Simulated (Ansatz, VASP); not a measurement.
**CdSe: VASP beside Ansatz**

```xyz
2
Lattice="0.0000 2.8740 2.8740 2.8740 0.0000 2.8740 2.8740 2.8740 0.0000" Properties=species:S:1:pos:R:3 pbc="T T T"
Cd    0.0000    0.0000    0.0000
Se    2.8740    2.8740    2.8740
```

Alike in both runs: task relaxation of cell and atoms; functional RPBE; dispersion D4; k mesh 8 × 8 × 8; occupations fermi-dirac, width 0.05 eV; no spin polarisation.

|  | VASP | Ansatz |
| --- | --- | --- |
| version | VASP 6.6.1 | Ansatz 0.2.0 |
| potentials or method | VASP PAW PBE potentials, release 64 (Cd, Se) | Ansatz PAW |
| plane-wave cutoff (eV) | 600 | 420 |
| valence electrons in the cell | 18 | 36 |

|  | VASP | Ansatz | Ansatz less VASP |
| --- | --- | --- | --- |
| gap on the k mesh at the Fermi level, each at its own relaxed structure (eV) | none | none | - |
| relaxed volume (Å³/atom) | 22.50 | 22.40 | -0.101 |
| relaxed cell length with the largest relative difference (Å) | 3.992 | 3.987 | -0.0060 |

VASP's potentials were made for PBE, not for RPBE. A gap of «none» marks a metal or a gap that the smearing closes. VASP's potentials hold 18 valence electrons a cell and Ansatz's 36, so a difference there can come from the potentials and not from the codes.

Noted on Ansatz's run: the plane-wave basis is chosen anew once the cell has moved, so the energies of steps on either side of that aren't comparable.
